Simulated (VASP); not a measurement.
Crystal: V.

```
V
1.0
     2.61052    0.00000    0.00000
    -1.30526    2.26078    0.00000
     0.00000    0.00000    9.37747
V
4
Direct
  0.00000 0.00000 0.00000
  0.33333 0.66667 0.25000
  0.00000 0.00000 0.50000
  0.66667 0.33333 0.75000
```

This isn't the form of V at room conditions, which is bcc.

```yaml
Program: VASP 6.6.1
Task: relaxation of cell and atoms
Functional: PBE
Potentials_or_basis: VASP PAW PBE potentials, release 64 (V_sv)
Cutoff: 600 eV
k_mesh: 18 × 18 × 5
Occupations: gaussian, width 0.1 eV
Spin: no spin polarisation
```

At the start: pressure 0.3 GPa; volume 13.84 Å³/atom.

Problem. Where does the relaxation end?

Solution. Over 5 steps the energy falls by 2.2 meV/atom and the volume is 13.86 Å³/atom (+0.2 %); space group P6_3/mmc (No. 194, to 0.1 Å) before and after.

The path:
```csv
step,energy change (eV),largest force (eV/Å),pressure (GPa),volume (Å³)
1,0.0000,0.0000,0.29,55.34
2,-0.0054,0.0000,-0.27,55.54
3,-0.0075,0.0000,-0.91,55.76
4,-0.0073,0.0000,1.16,55.10
5,-0.0087,0.0000,0.04,55.45
```

Final structure:
```yaml
crystal:
  lattice:
    - [2.63686, 0.00000, 0.00000]
    - [-1.31843, 2.28359, 0.00000]
    - [0.00000, 0.00000, 9.20790]
  atoms:
    - { symbol: V, position: [0.00000, 0.00000, 0.00000] }
    - { symbol: V, position: [0.33333, 0.66667, 0.25000] }
    - { symbol: V, position: [0.00000, 0.00000, 0.50000] }
    - { symbol: V, position: [0.66667, 0.33333, 0.75000] }
```
